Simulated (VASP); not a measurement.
**C: single point with LDA**

The system is C.

```
C
1.0
     2.10327   -4.33371    0.00000
     2.10327    4.33371    0.00000
     0.00000    0.00000    2.48566
C
8
Cartesian
  3.4281 1.4444 0.0000
  0.7785 -1.4444 0.0000
  0.7785 1.4444 0.0000
  3.4281 -1.4444 0.0000
  1.2721 -0.8399 1.1198
  2.8802 0.7735 1.2428
  2.8802 -0.7735 1.2428
  1.3264 0.7735 1.2428
```

This cell differs from its parent crystal: atom 5 (C) moved +0.150 Å towards its neighbour atom 2 (C) at 1.515 Å.

```
Program             : VASP 6.6.1
Task                : single point
Functional          : LDA
Potentials or basis : VASP PAW LDA potentials, release 64 (C)
Cutoff              : 520 eV
k mesh              : 6 × 6 × 10
Occupations         : gaussian, width 0.05 eV
Spin                : no spin polarisation
```

- Pressure: 4.1 GPa
- Largest force: 8.407 eV/Å
- Band gap on the k mesh: 2.80 eV (least direct gap 4.22 eV)

Forces on the atoms (eV/Å):
```
C   -0.041 -0.394 -0.066
C   -1.813 -2.289 -4.786
C   -0.043 -0.069  0.075
C   -0.305 -0.084 -0.111
C    3.373  4.234  6.432
C   -0.388 -0.476  0.122
C   -0.495 -0.256 -0.813
C   -0.289 -0.665 -0.853
```

Stress tensor (GPa, compression positive):
```
1.32 1.21 2.61
1.21 2.73 4.76
2.61 4.76 8.35
```

Levels at points of the mesh, in eV from the valence-band top:
```csv
k point,band 14,band 15,band 16,band 17,band 18,band 19
"(0.00, 0.00, 0.00)",-2.30,-1.97,-1.23,3.64,4.48,4.63
"(0.50, 0.00, 0.00)",-3.33,-2.98,-2.57,4.35,4.86,5.81
"(0.00, 0.50, 0.00)",-3.51,-2.83,-2.47,4.16,5.31,5.84
"(0.50, 0.50, 0.00)",-1.13,-0.24,0.00,4.22,4.87,5.29
"(0.00, 0.00, 0.50)",-6.16,-3.59,-3.45,6.46,6.96,7.37
"(0.50, 0.00, 0.50)",-5.18,-4.51,-3.54,4.62,5.61,5.69
"(0.00, 0.50, 0.50)",-5.19,-4.60,-3.27,4.41,5.66,6.01
"(0.50, 0.50, 0.50)",-5.83,-5.58,-5.16,3.50,3.99,4.72
```

Run time: 3.1 min on 1 thread of Intel Xeon 8259CL, with other jobs on the host, peak memory 0.24 GiB.

Caveat: the cell differs from its parent crystal (atom 5 (C) moved +0.150 Å towards its neighbour atom 2 (C) at 1.515 Å); the cell stands under pressure; forces of over 1 eV/Å act on the atoms, so gaps and moduli don't describe the material at rest. A k mesh can miss the band edges.
